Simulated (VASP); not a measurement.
Runs of VASP 6.6.1 on Rh. The structure is that of space group P6_3/mmc (No. 194), or close to it. The cells are those of the table. This isn't the form of Rh at room conditions, which is fcc.

```tsv
cell	further INCAR settings	gap on the mesh (eV)	pressure (GPa)
a = 2.604, b = 2.604, c = 8.436 Å, angles 90.0, 90.0, 120.0°, 4 atoms	ALGO = Fast; EDIFF = 1e-06; NBANDS = 38	none	26.3
a = 2.578, b = 2.578, c = 8.436 Å, angles 90.0, 90.0, 120.0°, 4 atoms	ALGO = Fast; EDIFF = 1e-07; NBANDS = 38	none	(a)
a = 2.684, b = 2.684, c = 7.973 Å, angles 90.0, 90.0, 120.0°, 4 atoms	ALGO = Fast; EDIFF = 1e-06; NBANDS = 38	none	28.6
a = 2.657, b = 2.657, c = 7.973 Å, angles 90.0, 90.0, 120.0°, 4 atoms	ALGO = Fast; EDIFF = 1e-06; NBANDS = 38	none	37.1
a = 2.631, b = 2.631, c = 8.205 Å, angles 90.0, 90.0, 120.0°, 4 atoms	ALGO = Fast; EDIFF = 1e-07; NBANDS = 38	none	(b)
```

Alike in all rows: task single point; level LDA; potentials or basis VASP PAW LDA potentials, release 64 (Rh_pv); no spin polarisation; k mesh 18 × 18 × 6; cutoff (eV) 520; smearing gaussian 0.15 eV.

Problem. Fill in the values left out.

Solution. (a) 35.9; (b) 30.8.

Caveats: the cell stands under pressure (at least some runs); the stress differs along the axes, from 14 to 57 GPa (at least some runs); the stress differs along the axes, from 23 to 65 GPa (at least some runs); the stress differs along the axes, from 23 to 46 GPa (at least some runs).

A k mesh can miss the band edges, and the runs leave out spin-orbit coupling on Rh.

A gap of «none» marks levels without a gap at the run's occupations.
